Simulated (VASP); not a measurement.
Crystal: ScB2N3.

```xyz
6
Lattice="2.1759 1.2563 4.3741 -2.1759 1.2563 4.3741 0.0000 -2.5125 4.3741" Properties=species:S:1:pos:R:3 pbc="T T T"
Sc    0.0000    0.0000    6.5612
B     0.0000    0.0000    8.3413
B     0.0000    0.0000    4.7811
N     0.0000    1.2563    4.3741
N    -1.0880   -0.6281    4.3741
N     1.0880   -0.6281    4.3741
```

The cell was built from a structure type or drawn by symmetry, and may not be a known phase.

```yaml
Program: VASP 6.6.1
Task: relaxation of cell and atoms
Functional: PBE
Potentials_or_basis: VASP PAW PBE potentials, release 64 (Sc_sv, B, N)
Cutoff: 600 eV
k_mesh: 6 × 6 × 6
Occupations: gaussian, width 0.1 eV
Spin: no spin polarisation
```

At the start: pressure 54.1 GPa; volume 11.96 Å³/atom.

Question: How do energy, volume and symmetry change on relaxing?

Answer: Over 15 steps the energy falls by 1757.6 meV/atom and the volume is 12.88 Å³/atom (+7.7 %); space group R-3m (No. 166, to 0.1 Å) before and after.

The path:
```tsv
step	energy change (eV)	largest force (eV/Å)	pressure (GPa)	volume (Å³)
1	0.0000	7.0339	54.12	71.74
2	-6.2492	2.3659	-18.70	122.19
3	-7.0357	4.2048	-9.38	107.22
4	-7.0350	4.3830	-8.18	105.82
5	-8.7534	1.1811	-9.26	100.76
6	-9.0721	1.2759	-11.63	97.36
7	-10.3053	0.4925	5.39	77.99
8	-10.3111	0.6123	6.60	77.19
9	-10.3042	1.2817	1.40	75.24
10	-10.5124	0.8561	3.39	76.33
11	-10.5125	0.8680	3.28	76.29
12	-10.5077	0.7016	-4.34	79.10
13	-10.5443	0.0894	-0.53	77.63
14	-10.5443	0.1041	-0.47	77.60
15	-10.5453	0.0306	0.04	77.25
```

Final structure:
```
Sc B N
1.0
     2.44777    1.41322    3.72201
    -2.44777    1.41322    3.72201
     0.00000   -2.82644    3.72201
Sc B N
1 2 3
Direct
  0.50000 0.50000 0.50000
  0.69431 0.69431 0.69431
  0.30569 0.30569 0.30569
  0.50000 0.50000 0.00000
  0.00000 0.50000 0.50000
  0.50000 0.00000 0.50000
```
